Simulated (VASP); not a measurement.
# Fe in VASP: single point with r2SCAN

Aim: the single point of Fe with r2SCAN.

All numbers are computed with VASP 6.6.1; they aren't measurements. Logs are shortened: lines on timing, memory, paths and dates and some standing lists are left out, and cuts for length are marked.

### 1 The cell of the first run

The typed cell holds 1 atom: a = 2.862 Å, b = 2.480 Å, c = 2.479 Å, α = 70.51°, β = 54.75°, γ = 54.74°.

### 2 Single point, r2SCAN, collinear spin, ferromagnetic start

The input, POSCAR:

```
Fe
1.0
    0.0000000000      2.0237157373      2.0242741987
    1.4321552417      0.0000000000      2.0242741987
    1.4321552417      2.0237157373      0.0000000000
Fe
1
Direct
    0.0000000000      0.0000000000      0.0000000000
```

The input, INCAR.step1:

```
PREC = Accurate
ENCUT = 520
ISMEAR = 0
SIGMA = 0.15
LREAL = F
LASPH = T
NELM = 150
ISPIN = 2
MAGMOM = 4.5
LMAXMIX = 4
NBANDS = 14
GGA = PE
ALGO = Normal
EDIFF = 1E-4
LWAVE = T
LCHARG = F
```

The input, INCAR.step2:

```
PREC = Accurate
ENCUT = 520
EDIFF = 1E-6
ISMEAR = 0
SIGMA = 0.15
LREAL = F
LASPH = T
NELM = 150
ALGO = Normal
ISIF = 2
LWAVE = F
LCHARG = F
ISPIN = 2
MAGMOM = 4.5
LORBIT = 11
LMAXMIX = 4
METAGGA = R2SCAN
LMIXTAU = T
NBANDS = 14
ISTART = 1
```

The input, KPOINTS:

```
Automatic mesh
0
Gamma
  16 16 16
```

Potentials or basis: VASP PAW PBE potentials, release 64 (Fe).

Launch:

```
$ cat potpaw_PBE.64/Fe/POTCAR > POTCAR
$ cp INCAR.step1 INCAR
$ mpirun -np 1 vasp_std > vasp.out
$ cp INCAR.step2 INCAR
$ mpirun -np 1 vasp_std > vasp.out
```

OUTCAR:

```text
PREC = Accurate
   ENCUT = 520
   EDIFF = 1E-6
   ISMEAR = 0
   LREAL = F
   LASPH = T
   NELM = 150
   ISIF = 2
   ISPIN = 2
   LORBIT = 11
   METAGGA = R2SCAN
   ISTART = 1

 ion  position               nearest neighbor table
   1  0.000  0.000  0.000-

  LATTYP: Found a face centered orthorhombic cell.
 ALAT       =     2.8643104834
 B/A-ratio  =     1.4130561257
 C/A-ratio  =     1.4134460705

  Lattice vectors:

 A1 = (   0.0000000000,   2.0237157373,   2.0242741987)
 A2 = (   1.4321552417,   0.0000000000,   2.0242741987)
 A3 = (   1.4321552417,   2.0237157373,   0.0000000000)

Analysis of symmetry for initial positions (statically):
=====================================================================
 Subroutine PRICEL returns:
 Original cell was already a primitive cell.

 Routine SETGRP: Setting up the symmetry group for a
 face centered orthorhombic supercell.

 Subroutine GETGRP returns: Found  8 space group operations
 (whereof  8 operations were pure point group operations)
 out of a pool of  8 trial point group operations.

The static configuration has the point symmetry D_2h.

Analysis of symmetry for dynamics (positions and initial velocities):
=====================================================================
 Subroutine PRICEL returns:
 Original cell was already a primitive cell.

 Routine SETGRP: Setting up the symmetry group for a
 face centered orthorhombic supercell.

 Subroutine GETGRP returns: Found  8 space group operations
 (whereof  8 operations were pure point group operations)
 out of a pool of  8 trial point group operations.

The dynamic configuration has the point symmetry D_2h.

Analysis of structural, dynamic, and magnetic symmetry:
=====================================================================
 Subroutine PRICEL returns:
 Original cell was already a primitive cell.

 Routine SETGRP: Setting up the symmetry group for a
 face centered orthorhombic supercell.

 Subroutine GETGRP returns: Found  8 space group operations
 (whereof  8 operations were pure point group operations)
 out of a pool of  8 trial point group operations.

The overall configuration has the point symmetry D_2h.

 Subroutine INISYM returns: Found  8 space group operations
 (whereof  8 operations are pure point group operations),
 and found     1 'primitive' translations

----------------------------------------------------------------------------------------

                                     Primitive cell

  volume of cell :      11.7338

  direct lattice vectors                    reciprocal lattice vectors
     0.000000000  2.023715737  2.024274199    -0.349124163  0.247070273  0.247002111
     1.432155242  0.000000000  2.024274199     0.349124163 -0.247070273  0.247002111
     1.432155242  2.023715737  0.000000000     0.349124163  0.247070273 -0.247002111

  length of vectors
     2.862361161  2.479668258  2.479212379     0.493904286  0.493904286  0.493904286

  position of ions in fractional coordinates (direct lattice)
     0.000000000  0.000000000  0.000000000

  ion indices of the primitive-cell ions
   primitive index   ion index
                 1           1

----------------------------------------------------------------------------------------

 KPOINTS: Automatic mesh

Automatic generation of k-mesh.
 Grid dimensions read from file:
 generate k-points for:   16   16   16

 Generating k-lattice:

  Cartesian coordinates                     Fractional coordinates (reciprocal lattice)
    -0.021820260  0.015441892  0.015437632     0.062500000  0.000000000  0.000000000
     0.021820260 -0.015441892  0.015437632    -0.000000000  0.062500000 -0.000000000
     0.021820260  0.015441892 -0.015437632     0.000000000  0.000000000  0.062500000

  Length of vectors
     0.030869018  0.030869018  0.030869018

  Shift w.r.t. Gamma in fractional coordinates (k-lattice)
     0.000000000  0.000000000  0.000000000

 Subroutine IBZKPT returns following result:
 ===========================================

 Found    621 irreducible k-points:

 Following reciprocal coordinates:
            Coordinates               Weight
  0.000000  0.000000  0.000000      1.000000
  0.062500  0.000000  0.000000      8.000000
  0.125000  0.000000  0.000000      8.000000
  0.187500 -0.000000 -0.000000      8.000000
  0.250000  0.000000  0.000000      8.000000
  0.312500 -0.000000 -0.000000      8.000000
[... 16 lines left out ...]
 -0.125000  0.062500  0.000000      8.000000
 -0.062500  0.062500  0.000000      4.000000
 [... further k-points ...]
   k-points           NKPTS =    621   k-points in BZ     NKDIM =    621   number of bands    NBANDS=     14
   number of dos      NEDOS =    301   number of ions     NIONS =      1
   total plane-waves  NPLWV =   7776
   dimension x,y,z NGX =    24 NGY =   18 NGZ =   18
   dimension x,y,z NGXF=    48 NGYF=   36 NGZF=   36
   ions per type =               1
   NGX,Y,Z   is equivalent  to a cutoff of  13.94, 12.07, 12.07 a.u.
   NGXF,Y,Z  is equivalent  to a cutoff of  27.88, 24.14, 24.14 a.u.
 SYSTEM =  unknown system
   PREC   = accura    normal or accurate (medium, high low for compatibility)
   ISTART =      1    job   : 0-new  1-cont  2-samecut
   ICHARG =      0    charge: 1-file 2-atom 10-const
   ISPIN  =      2    spin polarized calculation?
   LNONCOLLINEAR =      F non collinear calculations
   LSORBIT =      F    spin-orbit coupling
   LASPH  =      T    aspherical Exc in radial PAW
   ENCUT  =  520.0 eV  38.22 Ry    6.18 a.u.   5.32  4.61  4.61*2*pi/ulx,y,z
   NELM   =    150;   NELMIN=  2; NELMDL=  0     # of ELM steps
   EDIFF  = 0.1E-05   stopping-criterion for ELM
   LREAL  =      F    real-space projection
   EDIFFG = 0.1E-04   stopping-criterion for IOM
   NSW    =      0    number of steps for IOM
   IBRION =     -1    ionic relax: 0-MD 1-quasi-New 2-CG
   NFREE  =      0    steps in history (QN), initial steepest desc. (CG)
   ISIF   =      2    stress and relaxation
   ISYM   =      2    0-nonsym 1-usesym 2-fastsym
   POTIM  = 0.5000    time-step for ionic-motion
   TEBEG  =    0.0;   TEEND  =   0.0 temperature during run
   PSTRESS=    0.0 pullay stress
   NELECT =       8.0000    total number of electrons
   NUPDOWN=      -1.0000    fix difference up-down
   EMIN   =  10.00;   EMAX   =-10.00  energy-range for DOS
   EFERMI =   0.00;   METHOD = LEGACY
   ISMEAR =     0;   SIGMA  =   0.15  broadening in eV -4-tet -1-fermi 0-gaus
   EFERMI_NEDOS =   21; number of points for ismear=-14 and -15
   IALGO  =     38    algorithm
   IMIX   =      4    mixing-type and parameters
     AMIX     =   0.40;   BMIX     =  1.00
     AMIX_MAG =   1.60;   BMIX_MAG =  1.00
  volume/ion in A,a.u.               =      11.73        79.18
  Fermi-wavevector in a.u.,A,eV,Ry     =   1.440871  2.722852 28.247191  2.076110
  Thomas-Fermi vector in A             =   2.559567
   LORBIT       =     11    0 simple, 1 ext, 2 COOP (PROOUT), +10 PAW based schemes
   METAGGA = R2SCAN    functional components
   LHFCALC =     F    Hartree Fock is set to
   AEXX    =    0.0000 exact exchange contribution
   IVDW    =     0    specifies the selected vdW correction
   LEPSILON=     F    determine dielectric tensor
   LRPA    =     F    only Hartree local field effects (RPA)
 spin polarized calculation
 Gauss-broadening in eV      SIGMA  =   0.15
  energy-cutoff  :      520.00
  volume of cell :       11.73
 maximum number of plane-waves:       328
 NGX is ok and might be reduce to    24
   NGX = 11   NGY =  9   NGZ =  9

 number of electron       7.9999998 magnetization       2.6206407

 Free energy of the ion-electron system (eV)
  ---------------------------------------------------
  ext. energy  EPLUGINS =         0.00000000
  ---------------------------------------------------
  free energy    TOTEN  =       -14.36183925 eV

  energy without entropy =      -14.35262043  energy(sigma->0) =      -14.35722984

 E-fermi :   5.5007     XC(G=0): -14.0431

 val. band max:        5.5004793054   @ k =  -0.3125   0.1875   0.3750
 cond. band min:       5.5007622812   @ k =   0.5000   0.5000   0.0000
 fundamental gap:      0.0002829758
 Fermi energy:         5.5007458440

 spin component 1

 k-point     1 :       0.0000    0.0000    0.0000
  band No.  band energies     occupation
      1      -3.0009      1.00000
      2       2.4535      1.00000
      3       2.4550      1.00000
      4       2.4568      1.00000
      5       3.6490      1.00000
      6       3.6524      1.00000
      7      31.1787      0.00000
      8      31.1900      0.00000
      9      31.1980      0.00000
     10      36.0385      0.00000
     11      36.0506      0.00000
     12      37.7283      0.00000
     13      37.7303      0.00000
     14      37.7525      0.00000
[... 375 lines left out ...]
 k-point    24 :      -0.0625    0.0625    0.0000
  band No.  band energies     occupation
      1      -2.5191      1.00000
      2       2.3652      1.00000
      3       2.4072      1.00000
      4       2.7144      1.00000
      5       3.5390      1.00000
      6       3.6676      1.00000
      7      28.4695      0.00000
      8      29.4270      0.00000
      9      31.3051      0.00000
     10      33.5466      0.00000
     11      34.8975      0.00000
     12      36.1113      0.00000
     13      37.9424      0.00000
     14      38.2581      0.00000

 [... further k-points ...]

 spin component 2

 k-point     1 :       0.0000    0.0000    0.0000
  band No.  band energies     occupation
      1      -3.6297      1.00000
      2       5.8255      0.00110
      3       5.8295      0.00097
      4       5.8340      0.00084
      5       8.0641      0.00000
      6       8.0712      0.00000
      7      30.8071      0.00000
      8      30.8206      0.00000
      9      30.8294      0.00000
     10      36.6313      0.00000
     11      36.6405      0.00000
     12      39.4756      0.00000
     13      39.4769      0.00000
     14      39.5019      0.00000
[... 375 lines left out ...]
 k-point    24 :      -0.0625    0.0625    0.0000
  band No.  band energies     occupation
      1      -3.1282      1.00000
      2       5.6876      0.03902
      3       5.7332      0.01421
      4       6.1258      0.00000
      5       7.8826      0.00000
      6       8.0903      0.00000
      7      28.5590      0.00000
      8      29.5410      0.00000
      9      31.0582      0.00000
     10      35.4573      0.00000
     11      35.7988      0.00000
     12      37.8714      0.00000
     13      38.6786      0.00000
     14      39.9268      0.00000

 [... further k-points ...]
[... 5 lines left out ...]
  --------------------------------------------------------------------------------------
  -------------------------------------------------------------------------------------
  Total       -0.0344627     -0.0296301     -0.0333894      0.0000000      0.0000000      0.0000000
  in kB       -4.7056618     -4.0457998     -4.5591102      0.0000000      0.0000000      0.0000000
  external PRESSURE =      -4.4368573 kB  Pullay stress =       0.0000000 kB

 VOLUME and BASIS-vectors are now :
 -----------------------------------------------------------------------------
  energy-cutoff  :      520.00
  volume of cell :       11.73
      direct lattice vectors                 reciprocal lattice vectors
     0.000000000  2.023715737  2.024274199    -0.349124163  0.247070273  0.247002111
     1.432155242  0.000000000  2.024274199     0.349124163 -0.247070273  0.247002111
     1.432155242  2.023715737  0.000000000     0.349124163  0.247070273 -0.247002111

 POSITION                                       TOTAL-FORCE (eV/Angst)
 -----------------------------------------------------------------------------------
      0.00000      0.00000      0.00000         0.000000      0.000000      0.000000
 -----------------------------------------------------------------------------------
    total drift:                               -0.000000     -0.000000      0.000000

  FREE ENERGIE OF THE ION-ELECTRON SYSTEM (eV)
  ---------------------------------------------------
  free  energy   TOTEN  =       -14.3618392466 eV

  energy  without entropy=      -14.3526204279  energy(sigma->0) =      -14.35722984

 total charge

# of ion       s       p       d       tot
------------------------------------------
    1        0.479   0.552   6.175   7.206

 magnetization (x)

# of ion       s       p       d       tot
------------------------------------------
    1       -0.013  -0.118   2.820   2.689
```

Run time: 8.6 min. Hardware: 1 thread of AMD EPYC 9R45 (Zen 5), shared host; peak memory 0.23 GiB.

Results:

- Free energy: -14.3618 eV
- Pressure: -0.4 GPa
- Net moment: 2.62 μB per cell
- Site moments: Fe +2.69 μB
- Valence electrons inside the program's atomic spheres: Fe 7.21

Caveat: the PAW data sets were made with another functional, which shifts forces and pressure a little.
